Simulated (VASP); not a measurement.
# Zr3SiO8: single point with PBE

The system is Zr3SiO8.

```
Zr Si O
1.0
     6.11271    0.00000    0.00000
     0.00000    6.11271    0.00000
     0.00000    0.00000    8.73225
Zr Si O
3 1 8
Direct
  0.50000 0.00000 0.27790
  0.00000 0.50000 0.72210
  0.50000 0.50000 0.00000
  0.00000 0.00000 0.50000
  0.00000 0.77664 0.60465
  0.50000 0.24788 0.13817
  0.00000 0.22336 0.60465
  0.50000 0.75212 0.13817
  0.22336 0.00000 0.39535
  0.75212 0.50000 0.86183
  0.77664 0.00000 0.39535
  0.24788 0.50000 0.86183
```

```json
{
  "Program": "VASP 6.6.1",
  "Task": "single point",
  "Functional": "PBE",
  "Potentials or basis": "VASP PAW PBE potentials, release 64 (Zr_sv, Si, O)",
  "Cutoff": "520 eV",
  "k mesh": "4 × 4 × 4",
  "Occupations": "gaussian, width 0.02 eV",
  "Spin": "no spin polarisation",
  "Dipole correction": "no",
  "Further INCAR settings": "ALGO = Normal; EDIFF = 1e-06; NBANDS = 56"
}
```

```yaml
Pressure: 0.2 GPa
Largest_force: 0.037 eV/Å
Band_gap_on_the_k_mesh: 4.53 eV
```

Forces in eV/Å, atoms in the order of the input:
```
Zr   0.000  0.000  0.037
Zr   0.000  0.000 -0.037
Zr   0.000  0.000  0.000
Si   0.000  0.000  0.000
O    0.000 -0.005  0.009
O    0.000  0.004 -0.005
O    0.000  0.005  0.009
O    0.000 -0.004 -0.005
O    0.005  0.000 -0.009
O   -0.004  0.000  0.005
O   -0.005  0.000 -0.009
O    0.004  0.000  0.005
```

Levels at points of the mesh, in eV from the valence-band top:
| k point | band 42 | band 43 | band 44 | band 45 | band 46 | band 47 |
| --- | --- | --- | --- | --- | --- | --- |
| (0.00, 0.00, 0.00) | -0.04 | 0.00 | 0.00 | 4.53 | 4.85 | 4.93 |
| (0.50, 0.00, 0.00) | -0.29 | -0.19 | -0.15 | 4.92 | 5.18 | 5.74 |
| (0.50, 0.50, 0.00) | -0.24 | -0.24 | -0.02 | 5.42 | 5.49 | 5.49 |
| (0.00, 0.00, 0.50) | -0.28 | -0.08 | -0.08 | 4.68 | 5.12 | 5.27 |
| (0.50, 0.00, 0.50) | -0.28 | -0.02 | -0.01 | 4.97 | 5.19 | 5.71 |
| (0.50, 0.50, 0.50) | -0.44 | -0.44 | -0.10 | 5.46 | 5.75 | 5.75 |

Run time: 17 min on 1 thread of Oxide Virtual Turin-like Processor, with other jobs on the host, peak memory 0.5 GiB.

A k mesh can miss the band edges.
